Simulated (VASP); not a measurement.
# SiC (rock salt) (Fm-3m) in VASP: further runs

Runs on SiC (rock salt). Level: PBEsol. Tasks: single point.

All numbers are computed with VASP 6.6.1; they aren't measurements. Logs are shortened: lines on timing, memory, paths and dates and some standing lists are left out, and cuts for length are marked.

### 1 The cell of the first run

It takes space group Fm-3m (No. 225, cubic). The conventional cell has a = 3.781 Å, b = 3.781 Å, c = 3.781 Å, α = 90.00°, β = 90.00°, γ = 90.00°. Within 2.5 Å of Si (site symmetry m-3m) lie 6 C at 1.89 Å. Within 2.5 Å of C (site symmetry m-3m) lie 6 Si at 1.89 Å.

### 2 Single point, PBEsol (volume scaled by 0.82)

Contents of INCAR:

```
ALGO     = Normal         # electronic algorithm
EDIFF    = 1E-6           # SCF threshold, eV
ENCUT    = 600            # plane-wave cutoff, eV
GGA      = PS             # functional
GGA_COMPAT= F            
ISIF     = 2              # what is computed and relaxed
ISMEAR   = 0              # smearing method
LASPH    = T              # aspherical terms in the spheres
LCHARG   = T              # write CHGCAR
LELF     = T              # ELF
LREAL    = F              # projectors in reciprocal space
LVHAR    = T            
LWAVE    = F              # write WAVECAR
NBANDS   = 11             # bands
NELM     = 120            # most SCF steps
PREC     = Accurate       # precision mode
SIGMA    = 0.05           # smearing width, eV
```

Contents of KPOINTS:

```
k-points
0
Gamma
  16 16 16
```

Contents of POSCAR:

```
SiC
1.0
    0.0000000000      1.8907001279      1.8907001279
    1.8907001279      0.0000000000      1.8907001279
    1.8907001279      1.8907001279      0.0000000000
Si C
1 1
Direct
    0.0000000000      0.0000000000      0.0000000000
    0.5000000000      0.5000000000      0.5000000000
```

Potentials or basis: VASP PAW PBE potentials, release 64 (Si, C).

The run is started by

```
> cat potpaw_PBE.64/Si/POTCAR potpaw_PBE.64/C/POTCAR > POTCAR
> mpirun -np 1 vasp_std > vasp.out
```

OUTCAR:

```text
EDIFF = 1E-6
   ENCUT = 600
   GGA = PS
   ISIF = 2
   ISMEAR = 0
   LASPH = T
   LREAL = F
   NELM = 120
   PREC = Accurate

 ion  position               nearest neighbor table
   1  0.000  0.000  0.000-   2 1.89   2 1.89   2 1.89   2 1.89   2 1.89   2 1.89
   2  0.500  0.500  0.500-   1 1.89   1 1.89   1 1.89   1 1.89   1 1.89   1 1.89

  LATTYP: Found a face centered cubic cell.
 ALAT       =     3.7814002558

  Lattice vectors:

 A1 = (   0.0000000000,   1.8907001279,   1.8907001279)
 A2 = (   1.8907001279,   0.0000000000,   1.8907001279)
 A3 = (   1.8907001279,   1.8907001279,   0.0000000000)

Analysis of symmetry for initial positions (statically):
=====================================================================
 Subroutine PRICEL returns:
 Original cell was already a primitive cell.

 Routine SETGRP: Setting up the symmetry group for a
 face centered cubic supercell.

 Subroutine GETGRP returns: Found 48 space group operations
 (whereof 48 operations were pure point group operations)
 out of a pool of 48 trial point group operations.

The static configuration has the point symmetry O_h .

Analysis of symmetry for dynamics (positions and initial velocities):
=====================================================================
 Subroutine PRICEL returns:
 Original cell was already a primitive cell.

 Routine SETGRP: Setting up the symmetry group for a
 face centered cubic supercell.

 Subroutine GETGRP returns: Found 48 space group operations
 (whereof 48 operations were pure point group operations)
 out of a pool of 48 trial point group operations.

The dynamic configuration has the point symmetry O_h .

 Subroutine INISYM returns: Found 48 space group operations
 (whereof 48 operations are pure point group operations),
 and found     1 'primitive' translations

----------------------------------------------------------------------------------------

                                     Primitive cell

  volume of cell :      13.5175

  direct lattice vectors                    reciprocal lattice vectors
     0.000000000  1.890700128  1.890700128    -0.264452301  0.264452301  0.264452301
     1.890700128  0.000000000  1.890700128     0.264452301 -0.264452301  0.264452301
     1.890700128  1.890700128  0.000000000     0.264452301  0.264452301 -0.264452301

  length of vectors
     2.673853763  2.673853763  2.673853763     0.458044822  0.458044822  0.458044822

  position of ions in fractional coordinates (direct lattice)
     0.000000000  0.000000000  0.000000000
     0.500000000  0.500000000  0.500000000

  ion indices of the primitive-cell ions
   primitive index   ion index
                 1           1
                 2           2

----------------------------------------------------------------------------------------

 KPOINTS: k-points

Automatic generation of k-mesh.
 Grid dimensions read from file:
 generate k-points for:   16   16   16

 Generating k-lattice:

  Cartesian coordinates                     Fractional coordinates (reciprocal lattice)
    -0.016528269  0.016528269  0.016528269     0.062500000  0.000000000  0.000000000
     0.016528269 -0.016528269  0.016528269     0.000000000  0.062500000  0.000000000
     0.016528269  0.016528269 -0.016528269     0.000000000  0.000000000  0.062500000

  Length of vectors
     0.028627801  0.028627801  0.028627801

  Shift w.r.t. Gamma in fractional coordinates (k-lattice)
     0.000000000  0.000000000  0.000000000

 Subroutine IBZKPT returns following result:
 ===========================================

 Found    145 irreducible k-points:

 Following reciprocal coordinates:
            Coordinates               Weight
  0.000000  0.000000  0.000000      1.000000
  0.062500  0.000000  0.000000      8.000000
  0.125000  0.000000  0.000000      8.000000
  0.187500  0.000000  0.000000      8.000000
  0.250000  0.000000  0.000000      8.000000
  0.312500  0.000000  0.000000      8.000000
[... 16 lines left out ...]
 -0.125000  0.062500  0.000000     24.000000
 -0.062500  0.062500  0.000000     12.000000
 [... further k-points ...]
   k-points           NKPTS =    145   k-points in BZ     NKDIM =    145   number of bands    NBANDS=     11
   number of dos      NEDOS =    301   number of ions     NIONS =      2
   total plane-waves  NPLWV =  13824
   dimension x,y,z NGX =    24 NGY =   24 NGZ =   24
   dimension x,y,z NGXF=    48 NGYF=   48 NGZF=   48
   ions per type =               1   1
   NGX,Y,Z   is equivalent  to a cutoff of  14.92, 14.92, 14.92 a.u.
   NGXF,Y,Z  is equivalent  to a cutoff of  29.84, 29.84, 29.84 a.u.
 SYSTEM =  unknown system
   PREC   = accura    normal or accurate (medium, high low for compatibility)
   ISTART =      0    job   : 0-new  1-cont  2-samecut
   ICHARG =      2    charge: 1-file 2-atom 10-const
   ISPIN  =      1    spin polarized calculation?
   LNONCOLLINEAR =      F non collinear calculations
   LSORBIT =      F    spin-orbit coupling
   LASPH  =      T    aspherical Exc in radial PAW
   ENCUT  =  600.0 eV  44.10 Ry    6.64 a.u.   5.34  5.34  5.34*2*pi/ulx,y,z
   NELM   =    120;   NELMIN=  2; NELMDL= -5     # of ELM steps
   EDIFF  = 0.1E-05   stopping-criterion for ELM
   LREAL  =      F    real-space projection
   EDIFFG = 0.1E-04   stopping-criterion for IOM
   NSW    =      0    number of steps for IOM
   IBRION =     -1    ionic relax: 0-MD 1-quasi-New 2-CG
   NFREE  =      0    steps in history (QN), initial steepest desc. (CG)
   ISIF   =      2    stress and relaxation
   ISYM   =      2    0-nonsym 1-usesym 2-fastsym
   POTIM  = 0.5000    time-step for ionic-motion
   TEBEG  =    0.0;   TEEND  =   0.0 temperature during run
   PSTRESS=    0.0 pullay stress
   NELECT =       8.0000    total number of electrons
   NUPDOWN=      -1.0000    fix difference up-down
   EMIN   =  10.00;   EMAX   =-10.00  energy-range for DOS
   EFERMI =   0.00;   METHOD = LEGACY
   ISMEAR =     0;   SIGMA  =   0.05  broadening in eV -4-tet -1-fermi 0-gaus
   EFERMI_NEDOS =   21; number of points for ismear=-14 and -15
   IALGO  =     38    algorithm
   IMIX   =      4    mixing-type and parameters
     AMIX     =   0.40;   BMIX     =  1.00
     AMIX_MAG =   1.60;   BMIX_MAG =  1.00
  volume/ion in A,a.u.               =       6.76        45.61
  Fermi-wavevector in a.u.,A,eV,Ry     =   1.374481  2.597393 25.704111  1.889199
  Thomas-Fermi vector in A             =   2.499904
   LORBIT       =      0    0 simple, 1 ext, 2 COOP (PROOUT), +10 PAW based schemes
   GGA     = PS    functional components
   LHFCALC =     F    Hartree Fock is set to
   AEXX    =    0.0000 exact exchange contribution
   IVDW    =     0    specifies the selected vdW correction
   LEPSILON=     F    determine dielectric tensor
   LRPA    =     F    only Hartree local field effects (RPA)
 non-spin polarized calculation
 Gauss-broadening in eV      SIGMA  =   0.05
  energy-cutoff  :      600.00
  volume of cell :       13.52
 maximum number of plane-waves:       464
 NGX is ok and might be reduce to    24
   NGX = 11   NGY = 11   NGZ = 11

 number of electron       8.0000000 magnetization

 Free energy of the ion-electron system (eV)
  ---------------------------------------------------
  ext. energy  EPLUGINS =         0.00000000
  ---------------------------------------------------
  free energy    TOTEN  =       -14.00920088 eV

  energy without entropy =      -14.00920088  energy(sigma->0) =      -14.00920088

 E-fermi :  16.0304     XC(G=0): -13.7300

 val. band max:       15.7892742891   @ k =  -0.0625   0.0625   0.0000
 cond. band min:      16.3423321216   @ k =   0.5000   0.5000   0.0000
 fundamental gap:      0.5530578326
 Fermi energy:        16.0304119039

 k-point     1 :       0.0000    0.0000    0.0000
  band No.  band energies     occupation
      1      -5.2603      2.00000
      2      15.7874      2.00000
      3      15.7874      2.00000
      4      15.7874      2.00000
      5      24.6814      0.00000
      6      24.6814      0.00000
      7      24.6814      0.00000
      8      27.3137      0.00000
      9      30.7041      0.00000
     10      30.7041      0.00000
     11      31.2413      0.00000

 k-point     2 :       0.0625    0.0000    0.0000
  band No.  band energies     occupation
      1      -5.1513      2.00000
      2      15.1859      2.00000
      3      15.6911      2.00000
      4      15.6911      2.00000
      5      24.5079      0.00000
      6      24.9048      0.00000
      7      24.9048      0.00000
      8      27.5136      0.00000
      9      29.1075      0.00000
     10      29.1075      0.00000
     11      31.0924      0.00000

 k-point     3 :       0.1250    0.0000    0.0000
  band No.  band energies     occupation
      1      -4.8254      2.00000
      2      13.6553      2.00000
      3      15.4396      2.00000
      4      15.4396      2.00000
      5      24.1179      0.00000
      6      25.3710      0.00000
      7      25.3710      0.00000
      8      27.7505      0.00000
      9      27.7505      0.00000
     10      28.1260      0.00000
     11      30.6694      0.00000

 k-point     4 :       0.1875    0.0000    0.0000
  band No.  band energies     occupation
      1      -4.2843      2.00000
      2      11.6626      2.00000
      3      15.1127      2.00000
      4      15.1127      2.00000
      5      23.7172      0.00000
      6      25.0986      0.00000
      7      25.0986      0.00000
      8      27.7855      0.00000
      9      27.7855      0.00000
     10      29.0132      0.00000
     11      30.0778      0.00000
[... 239 lines left out ...]
 k-point    22 :      -0.1875    0.0625    0.0000
  band No.  band energies     occupation
      1      -3.9612      2.00000
      2      11.0073      2.00000
      3      14.0118      2.00000
      4      15.4061      2.00000
      5      23.7962      0.00000
      6      24.3676      0.00000
      7      24.9847      0.00000
      8      27.0650      0.00000
      9      28.1926      0.00000
     10      30.4939      0.00000
     11      30.6443      0.00000

 k-point    23 :      -0.1250    0.0625    0.0000
  band No.  band energies     occupation
      1      -4.5725      2.00000
      2      13.0326      2.00000
      3      14.4276      2.00000
      4      15.6771      2.00000
      5      23.9954      0.00000
      6      25.2534      0.00000
      7      25.6884      0.00000
      8      26.2764      0.00000
      9      27.7308      0.00000
     10      29.3041      0.00000
     11      31.2232      0.00000

 k-point    24 :      -0.0625    0.0625    0.0000
  band No.  band energies     occupation
      1      -4.9702      2.00000
      2      14.5918      2.00000
      3      14.9882      2.00000
      4      15.7893      2.00000
      5      24.2050      0.00000
      6      24.9991      0.00000
      7      25.5208      0.00000
      8      27.3792      0.00000
      9      27.8095      0.00000
     10      28.9486      0.00000
     11      31.4649      0.00000

 [... further k-points ...]
[... 5 lines left out ...]
  --------------------------------------------------------------------------------------
  -------------------------------------------------------------------------------------
  Total        6.5395794      6.5395794      6.5395794      0.0000000      0.0000000      0.0000000
  in kB      775.1084019    775.1084019    775.1084019      0.0000000      0.0000000      0.0000000
  external PRESSURE =     775.1084019 kB  Pullay stress =       0.0000000 kB

 VOLUME and BASIS-vectors are now :
 -----------------------------------------------------------------------------
  energy-cutoff  :      600.00
  volume of cell :       13.52
      direct lattice vectors                 reciprocal lattice vectors
     0.000000000  1.890700128  1.890700128    -0.264452301  0.264452301  0.264452301
     1.890700128  0.000000000  1.890700128     0.264452301 -0.264452301  0.264452301
     1.890700128  1.890700128  0.000000000     0.264452301  0.264452301 -0.264452301

 POSITION                                       TOTAL-FORCE (eV/Angst)
 -----------------------------------------------------------------------------------
      0.00000      0.00000      0.00000         0.000000      0.000000      0.000000
      1.89070      1.89070      1.89070        -0.000000     -0.000000     -0.000000
 -----------------------------------------------------------------------------------
    total drift:                               -0.000000     -0.000000      0.000000

  FREE ENERGIE OF THE ION-ELECTRON SYSTEM (eV)
  ---------------------------------------------------
  free  energy   TOTEN  =       -14.0092008796 eV

  energy  without entropy=      -14.0092008796  energy(sigma->0) =      -14.00920088
```

It took 21 s on 1 thread of Intel Xeon Platinum 8375C at 2.90GHz (Ice Lake), shared host; peak memory 0.15 GiB.

Results:

| Item | Value |
| --- | --- |
| Free energy | -14.0092 eV |
| Pressure | 77.5 GPa |
| Band gap on the k mesh | 0.55 eV, indirect (least direct gap 5.76 eV) |

Caveat: the PAW data sets were made with another functional, which shifts forces and pressure a little. A k mesh can miss the band edges.

### 3 Single point, PBEsol (volume scaled by 0.86)

Contents of INCAR:

```
PREC = Accurate
ENCUT = 600
EDIFF = 1E-6
ISMEAR = 0
SIGMA = 0.05
LREAL = False
LASPH = True
NELM = 120
ALGO = Normal
ISIF = 2
LWAVE = False
LCHARG = False
GGA = PS
NBANDS = 11
GGA_COMPAT = False
```

Contents of KPOINTS:

```
Automatic mesh
0
Gamma
  16 16 16
```

Contents of POSCAR:

```
SiC
1.0
    0.0000000000      1.9209564534      1.9209564534
    1.9209564534      0.0000000000      1.9209564534
    1.9209564534      1.9209564534      0.0000000000
Si C
1 1
Direct
    0.0000000000      0.0000000000      0.0000000000
    0.5000000000      0.5000000000      0.5000000000
```

Potentials or basis: VASP PAW PBE potentials, release 64 (Si, C).

The run is started by

```
> cat potpaw_PBE.64/Si/POTCAR potpaw_PBE.64/C/POTCAR > POTCAR
> mpirun -np 1 vasp_std > vasp.out
```

It took 21 s on 1 thread of Intel Xeon Platinum 8375C at 2.90GHz (Ice Lake), shared host; peak memory 0.15 GiB.

It converged, with:

| Quantity | Value |
| --- | --- |
| Free energy | -14.2765 eV |
| Pressure | 52.7 GPa |
| Band gap on the k mesh | 0.16 eV, indirect (least direct gap 5.16 eV) |

Levels at points of the mesh, in eV from the valence-band top:
```
           k point  band 2  band 3  band 4  band 5  band 6  band 7
(0.00, 0.00, 0.00)   -0.02   -0.02   -0.02    8.87    8.87    8.87
(0.50, 0.00, 0.00)  -12.94   -1.53   -1.53    5.94    5.94    6.86
(0.50, 0.50, 0.00)  -11.40   -5.01   -5.01    0.16    1.61   17.19
```

Caveat: the PAW data sets were made with another functional, which shifts forces and pressure a little. A k mesh can miss the band edges.

### 4 Single point, PBEsol (volume scaled by 0.9)

Contents of INCAR:

```
  PREC = Accurate
  ENCUT = 600
  EDIFF = 1E-6
  ISMEAR = 0
  SIGMA = 0.05
  LREAL = F
  LASPH = T
  NELM = 120
  ALGO = Normal
  ISIF = 2
  LWAVE = F
  LCHARG = F
  GGA = PS
  NBANDS = 11
  GGA_COMPAT = F
```

Contents of KPOINTS:

```
regular mesh
0
Gamma
  16 16 16
```

Contents of POSCAR:

```
SiC
1.0
    0.0000000000      1.9502885569      1.9502885569
    1.9502885569      0.0000000000      1.9502885569
    1.9502885569      1.9502885569      0.0000000000
Si C
1 1
Direct
    0.0000000000      0.0000000000      0.0000000000
    0.5000000000      0.5000000000      0.5000000000
```

The run is started by

```
> cat potpaw_PBE.64/Si/POTCAR potpaw_PBE.64/C/POTCAR > POTCAR
> mpirun -np 1 vasp_std > vasp.out
```

Run time: 17 s. Hardware: 1 thread of Intel Xeon Platinum 8375C at 2.90GHz (Ice Lake), shared host; peak memory 0.15 GiB.

Results (log left out):

- Free energy: -14.4521 eV
- Pressure: 32.9 GPa
- Band gap on the k mesh: zero (band 4 reaches 14.20 eV, above the bottom of band 5 at 14.00 eV)

Levels at points of the mesh, in eV from the Fermi level:
```tsv
k point	band 1	band 2	band 3	band 4	band 5	band 6	band 7	band 8	band 9
(0.00, 0.00, 0.00)	-19.88	-0.03	-0.03	-0.03	8.85	8.85	8.85	9.57	14.08
(0.50, 0.00, 0.00)	-14.22	-12.56	-1.41	-1.41	5.69	5.69	6.55	10.79	15.96
(0.50, 0.50, 0.00)	-12.12	-10.96	-4.83	-4.83	-0.20	1.83	16.44	16.44	16.53
```

Caveat: the PAW data sets were made with another functional, which shifts forces and pressure a little.

[end of part 1 of 2]
